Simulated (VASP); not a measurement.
# Cd (P6_3/mmc) in VASP: further runs

The runs below take Cd through single point, with LDA.

All numbers are computed with VASP 6.6.1; they aren't measurements. Logs are shortened: lines on timing, memory, paths and dates and some standing lists are left out, and cuts for length are marked.

## Step 1: The cell of the first run

It takes space group P6_3/mmc (No. 194, hexagonal). Conventional cell: a = 2.918 Å, b = 2.918 Å, c = 5.503 Å, α = 90.00°, β = 90.00°, γ = 120.00°. Cd (site symmetry -6m2) has 12 Cd at 2.92 to 3.23 Å within 3.8 Å.

## Step 2: Single point, LDA

The input, INCAR:

```
SYSTEM = Cd
ALGO     = Normal         ! electronic algorithm
EDIFF    = 1E-7           ! SCF threshold, eV
ENCUT    = 520            ! plane-wave cutoff, eV
ISIF     = 2              ! what is computed and relaxed
ISMEAR   = -1             ! smearing method
LASPH    = .True.         ! aspherical terms in the spheres
LCHARG   = .True.         ! write CHGCAR
LELF     = .True.         ! ELF
LREAL    = .False.        ! projectors in reciprocal space
LVHAR    = .True.       
LWAVE    = .False.        ! write WAVECAR
NBANDS   = 19             ! bands
NELM     = 80             ! most SCF steps
PREC     = Accurate       ! precision mode
SIGMA    = 0.05           ! smearing width, eV
```

The input, KPOINTS:

```
k-points
0
Gamma
  10 10 5
  0 0 0
```

The input, POSCAR:

```
Cd
1.0
    2.9180596717      0.0000000000      0.0000000000
   -1.4590298358      2.5271138055      0.0000000000
    0.0000000000      0.0000000000      5.5029719036
Cd
2
Direct
    0.6666666667      0.3333333333      0.7500000000
    0.3333333333      0.6666666667      0.2500000000
```

Potentials or basis: VASP PAW LDA potentials, release 64 (Cd).

The run is started by

```bash
$ cat potpaw_LDA.64/Cd/POTCAR > POTCAR
$ mpirun -np 1 vasp_std > vasp.out
```

OUTCAR:

```text
SYSTEM = Cd
   EDIFF = 1E-7
   ENCUT = 520
   ISIF = 2
   ISMEAR = -1
   LASPH = .True.
   LREAL = .False.
   NELM = 80
   PREC = Accurate

 ion  position               nearest neighbor table
   1  0.667  0.333  0.750-   2 3.23   2 3.23   2 3.23   2 3.23   2 3.23   2 3.23
   2  0.333  0.667  0.250-   1 3.23   1 3.23   1 3.23   1 3.23   1 3.23   1 3.23

  LATTYP: Found a hexagonal cell.
 ALAT       =     2.9180596717
 C/A-ratio  =     1.8858325472

  Lattice vectors:

 A1 = (   2.9180596717,   0.0000000000,   0.0000000000)
 A2 = (  -1.4590298358,   2.5271138055,   0.0000000000)
 A3 = (   0.0000000000,   0.0000000000,   5.5029719036)

Analysis of symmetry for initial positions (statically):
=====================================================================
 Subroutine PRICEL returns:
 Original cell was already a primitive cell.

 Routine SETGRP: Setting up the symmetry group for a
 hexagonal supercell.

 Subroutine GETGRP returns: Found 24 space group operations
 (whereof 12 operations were pure point group operations)
 out of a pool of 24 trial point group operations.

The static configuration has the point symmetry D_3d.
 The point group associated with its full space group is D_6h.

Analysis of symmetry for dynamics (positions and initial velocities):
=====================================================================
 Subroutine PRICEL returns:
 Original cell was already a primitive cell.

 Routine SETGRP: Setting up the symmetry group for a
 hexagonal supercell.

 Subroutine GETGRP returns: Found 24 space group operations
 (whereof 12 operations were pure point group operations)
 out of a pool of 24 trial point group operations.

The dynamic configuration has the point symmetry D_3d.
 The point group associated with its full space group is D_6h.

 Subroutine INISYM returns: Found 24 space group operations
 (whereof 12 operations are pure point group operations),
 and found     1 'primitive' translations

----------------------------------------------------------------------------------------

                                     Primitive cell

  volume of cell :      40.5804

  direct lattice vectors                    reciprocal lattice vectors
     2.918059672  0.000000000  0.000000000     0.342693472  0.197854168  0.000000000
    -1.459029836  2.527113805  0.000000000     0.000000000  0.395708336  0.000000000
     0.000000000  0.000000000  5.502971904     0.000000000  0.000000000  0.181719990

  length of vectors
     2.918059672  2.918059672  5.502971904     0.395708336  0.395708336  0.181719990

  position of ions in fractional coordinates (direct lattice)
     0.666666667  0.333333333  0.750000000
     0.333333333  0.666666667  0.250000000

  ion indices of the primitive-cell ions
   primitive index   ion index
                 1           1
                 2           2

----------------------------------------------------------------------------------------

 KPOINTS: k-points

Automatic generation of k-mesh.
 Grid dimensions read from file:
 generate k-points for:   10   10    5

 Generating k-lattice:

  Cartesian coordinates                     Fractional coordinates (reciprocal lattice)
     0.034269347  0.019785417  0.000000000     0.100000000 -0.000000000  0.000000000
     0.000000000  0.039570834  0.000000000     0.000000000  0.100000000  0.000000000
     0.000000000  0.000000000  0.036343998     0.000000000  0.000000000  0.200000000

  Length of vectors
     0.039570834  0.039570834  0.036343998

  Shift w.r.t. Gamma in fractional coordinates (k-lattice)
     0.000000000  0.000000000  0.000000000

 Subroutine IBZKPT returns following result:
 ===========================================

 Found     42 irreducible k-points:

 Following reciprocal coordinates:
            Coordinates               Weight
  0.000000  0.000000  0.000000      1.000000
  0.100000  0.000000  0.000000      6.000000
  0.200000  0.000000  0.000000      6.000000
  0.300000  0.000000  0.000000      6.000000
  0.400000  0.000000  0.000000      6.000000
  0.500000  0.000000  0.000000      3.000000
[... 16 lines left out ...]
  0.300000  0.100000  0.200000     24.000000
  0.400000  0.100000  0.200000     24.000000
 [... further k-points ...]
   k-points           NKPTS =     42   k-points in BZ     NKDIM =     42   number of bands    NBANDS=     19
   number of dos      NEDOS =    301   number of ions     NIONS =      2
   total plane-waves  NPLWV =  24192
   dimension x,y,z NGX =    24 NGY =   24 NGZ =   42
   dimension x,y,z NGXF=    48 NGYF=   48 NGZF=   84
   ions per type =               2
   NGX,Y,Z   is equivalent  to a cutoff of  13.67, 13.67, 12.69 a.u.
   NGXF,Y,Z  is equivalent  to a cutoff of  27.35, 27.35, 25.38 a.u.
 SYSTEM =  Cd
   PREC   = accura    normal or accurate (medium, high low for compatibility)
   ISTART =      0    job   : 0-new  1-cont  2-samecut
   ICHARG =      2    charge: 1-file 2-atom 10-const
   ISPIN  =      1    spin polarized calculation?
   LNONCOLLINEAR =      F non collinear calculations
   LSORBIT =      F    spin-orbit coupling
   LASPH  =      T    aspherical Exc in radial PAW
   ENCUT  =  520.0 eV  38.22 Ry    6.18 a.u.   5.43  5.43 10.23*2*pi/ulx,y,z
   NELM   =     80;   NELMIN=  2; NELMDL= -5     # of ELM steps
   EDIFF  = 0.1E-06   stopping-criterion for ELM
   LREAL  =      F    real-space projection
   EDIFFG = 0.1E-05   stopping-criterion for IOM
   NSW    =      0    number of steps for IOM
   IBRION =     -1    ionic relax: 0-MD 1-quasi-New 2-CG
   NFREE  =      0    steps in history (QN), initial steepest desc. (CG)
   ISIF   =      2    stress and relaxation
   ISYM   =      2    0-nonsym 1-usesym 2-fastsym
   POTIM  = 0.5000    time-step for ionic-motion
   TEBEG  =    0.0;   TEEND  =   0.0 temperature during run
   PSTRESS=    0.0 pullay stress
   NELECT =      24.0000    total number of electrons
   NUPDOWN=      -1.0000    fix difference up-down
   EMIN   =  10.00;   EMAX   =-10.00  energy-range for DOS
   EFERMI =   0.00;   METHOD = LEGACY
   ISMEAR =    -1;   SIGMA  =   0.05  broadening in eV -4-tet -1-fermi 0-gaus
   EFERMI_NEDOS =   21; number of points for ismear=-14 and -15
   IALGO  =     38    algorithm
   IMIX   =      4    mixing-type and parameters
     AMIX     =   0.40;   BMIX     =  1.00
     AMIX_MAG =   1.60;   BMIX_MAG =  1.00
  volume/ion in A,a.u.               =      20.29       136.93
  Fermi-wavevector in a.u.,A,eV,Ry     =   1.374168  2.596801 25.692393  1.888338
  Thomas-Fermi vector in A             =   2.499619
   LORBIT       =      0    0 simple, 1 ext, 2 COOP (PROOUT), +10 PAW based schemes
   GGA     = CA    functional components
   LHFCALC =     F    Hartree Fock is set to
   AEXX    =    0.0000 exact exchange contribution
   IVDW    =     0    specifies the selected vdW correction
   LEPSILON=     F    determine dielectric tensor
   LRPA    =     F    only Hartree local field effects (RPA)
 non-spin polarized calculation
  energy-cutoff  :      520.00
  volume of cell :       40.58
 maximum number of plane-waves:      1131
 NGX is ok and might be reduce to    24
   NGX = 11   NGY = 11   NGZ = 21

 number of electron      24.0000016 magnetization

 Free energy of the ion-electron system (eV)
  ---------------------------------------------------
  ext. energy  EPLUGINS =         0.00000000
  ---------------------------------------------------
  free energy    TOTEN  =        -3.05549680 eV

  energy without entropy =       -3.05304196  energy(sigma->0) =       -3.05426938

 E-fermi :   3.0284     XC(G=0): -11.7018

 val. band max:        3.0176872441   @ k =   0.3000   0.0000   0.0000
 cond. band min:       3.1143369175   @ k =   0.4000   0.0000   0.0000
 fundamental gap:      0.0966496735
 Fermi energy:         3.0284031258

 k-point     1 :       0.0000    0.0000    0.0000
  band No.  band energies     occupation
      1      -6.9434      2.00000
      2      -6.6554      2.00000
      3      -6.1788      2.00000
      4      -6.1788      2.00000
      5      -6.1190      2.00000
      6      -6.1190      2.00000
[... 11 lines left out ...]
     18      18.7736      0.00000
     19      19.3456      0.00000

 k-point     2 :       0.1000    0.0000    0.0000
  band No.  band energies     occupation
      1      -6.8289      2.00000
      2      -6.5263      2.00000
      3      -6.2283      2.00000
      4      -6.1605      2.00000
      5      -6.0744      2.00000
      6      -6.0183      2.00000
[... 11 lines left out ...]
     18      18.6741      0.00000
     19      19.8504      0.00000

 k-point     3 :       0.2000    0.0000    0.0000
  band No.  band energies     occupation
      1      -6.7070      2.00000
      2      -6.4307      2.00000
      3      -6.2948      2.00000
      4      -6.0598      2.00000
      5      -5.9640      2.00000
      6      -5.7916      2.00000
[... 11 lines left out ...]
     18      16.7669      0.00000
     19      17.2870      0.00000

 k-point     4 :       0.3000    0.0000    0.0000
  band No.  band energies     occupation
      1      -6.8531      2.00000
      2      -6.6235      2.00000
      3      -6.3287      2.00000
      4      -6.0522      2.00000
      5      -5.9038      2.00000
      6      -5.7972      2.00000
[... 11 lines left out ...]
     18      16.8559      0.00000
     19      17.3560      0.00000

 k-point     5 :       0.4000    0.0000    0.0000
  band No.  band energies     occupation
      1      -7.0149      2.00000
      2      -6.7932      2.00000
      3      -6.5851      2.00000
      4      -6.0582      2.00000
      5      -5.8718      2.00000
      6      -5.8670      2.00000
[... 11 lines left out ...]
     18      16.6326      0.00000
     19      16.9891      0.00000
[... 334 lines left out ...]
      2      -6.4217      2.00000
      3      -6.2795      2.00000
      4      -6.2379      2.00000
      5      -5.9873      2.00000
      6      -5.8664      2.00000
[... 11 lines left out ...]
     18      16.7021      0.00000
     19      19.5370      0.00000

 k-point    22 :       0.2000    0.1000    0.2000
  band No.  band energies     occupation
      1      -6.6254      2.00000
      2      -6.4382      2.00000
      3      -6.3001      2.00000
      4      -6.1728      2.00000
      5      -6.0639      2.00000
      6      -5.8833      2.00000
[... 11 lines left out ...]
     18      15.2732      0.00000
     19      17.3110      0.00000

 k-point    23 :       0.3000    0.1000    0.2000
  band No.  band energies     occupation
      1      -6.8036      2.00000
      2      -6.6430      2.00000
      3      -6.4680      2.00000
      4      -6.2051      2.00000
      5      -5.9118      2.00000
      6      -5.7776      2.00000
[... 11 lines left out ...]
     18      14.2043      0.00000
     19      16.2641      0.00000

 k-point    24 :       0.4000    0.1000    0.2000
  band No.  band energies     occupation
      1      -6.9191      2.00000
      2      -6.7737      2.00000
      3      -6.6006      2.00000
      4      -6.2597      2.00000
      5      -5.9229      2.00000
      6      -5.6671      2.00000
[... 11 lines left out ...]
     18      13.6081      0.00000
     19      17.0022      0.00000

 [... further k-points ...]

------------------------ aborting loop because EDIFF is reached ----------------------------------------

  FORCE on cell =-STRESS in cart. coord.  units (eV):
  Direction    XX          YY          ZZ          XY          YZ          ZX
  --------------------------------------------------------------------------------------
  -------------------------------------------------------------------------------------
  Total        0.0615058      0.0615058     -0.2842392      0.0000000     -0.0000000      0.0000000
  in kB        2.4283462      2.4283462    -11.2222068      0.0000000     -0.0000000      0.0000000
  external PRESSURE =      -2.1218381 kB  Pullay stress =       0.0000000 kB

 VOLUME and BASIS-vectors are now :
 -----------------------------------------------------------------------------
  energy-cutoff  :      520.00
  volume of cell :       40.58
      direct lattice vectors                 reciprocal lattice vectors
     2.918059672  0.000000000  0.000000000     0.342693472  0.197854168  0.000000000
    -1.459029836  2.527113805  0.000000000     0.000000000  0.395708336  0.000000000
     0.000000000  0.000000000  5.502971904     0.000000000  0.000000000  0.181719990

 POSITION                                       TOTAL-FORCE (eV/Angst)
 -----------------------------------------------------------------------------------
      1.45903      0.84237      4.12723        -0.000000     -0.000000      0.000000
     -0.00000      1.68474      1.37574         0.000000      0.000000     -0.000000
 -----------------------------------------------------------------------------------
    total drift:                               -0.000000      0.000000      0.000000

  FREE ENERGIE OF THE ION-ELECTRON SYSTEM (eV)
  ---------------------------------------------------
  free  energy   TOTEN  =        -3.0554968048 eV

  energy  without entropy=       -3.0530419570  energy(sigma->0) =       -3.05426938
```

It took 10 s on 1 thread of Intel Xeon Platinum 8559C (Emerald Rapids), shared host; peak memory 0.15 GiB.

Results:

* Free energy: -3.0555 eV
* Pressure: -0.2 GPa
* Band gap on the k mesh: zero (band 12 reaches 4.27 eV, above the bottom of band 13 at 0.18 eV)

## Step 3: Single point, LDA

This run uses another cell than the first one, of 20.72 Å³/atom, 1.021 times its volume.

The input, INCAR:

```
SYSTEM = Cd
PREC = Accurate
ENCUT = 520
EDIFF = 1E-6
ISMEAR = -1
SIGMA = 0.05
LREAL = .FALSE.
LASPH = .TRUE.
NELM = 60
ALGO = Normal
ISIF = 2
LWAVE = .FALSE.
LCHARG = .FALSE.
NBANDS = 19
```

The input, KPOINTS:

```
Automatic mesh
0
G
  10 10 5
  0 0 0
```

The input, POSCAR:

```
Cd
1.0
    2.9386100647      0.0000000000      0.0000000000
   -1.4693050324      2.5449109679      0.0000000000
    0.0000000000      0.0000000000      5.5417265037
Cd
2
Direct
    0.6666666667      0.3333333333      0.7500000000
    0.3333333333      0.6666666667      0.2500000000
```

Potentials or basis: VASP PAW LDA potentials, release 64 (Cd).

The run is started by

```bash
$ cat potpaw_LDA.64/Cd/POTCAR > POTCAR
$ mpirun -np 1 vasp_std > vasp.out
```

Wall time 11 s (1 thread of Intel Xeon Platinum 8559C (Emerald Rapids), shared host); peak memory 0.15 GiB.

It converged, with:

```yaml
Free_energy: -3.0504 eV
Pressure: -1.7 GPa
Band_gap_on_the_k_mesh: zero (band 12 reaches 4.08 eV, above the bottom of band 13 at -0.01 eV)
```

Stress tensor (GPa, compression positive):
```
-1.42  0.00  0.00
 0.00 -1.42  0.00
 0.00  0.00 -2.12
```

Levels at points of the mesh, in eV from the Fermi level:
```csv
k point,band 9,band 10,band 11,band 12,band 13,band 14,band 15,band 16
"(0.00, 0.00, 0.00)",-8.58,-8.30,-8.30,-3.07,-2.88,10.91,14.88,15.37
"(0.50, 0.00, 0.00)",-8.01,-7.98,-2.30,-1.72,2.17,3.20,3.48,5.59
```
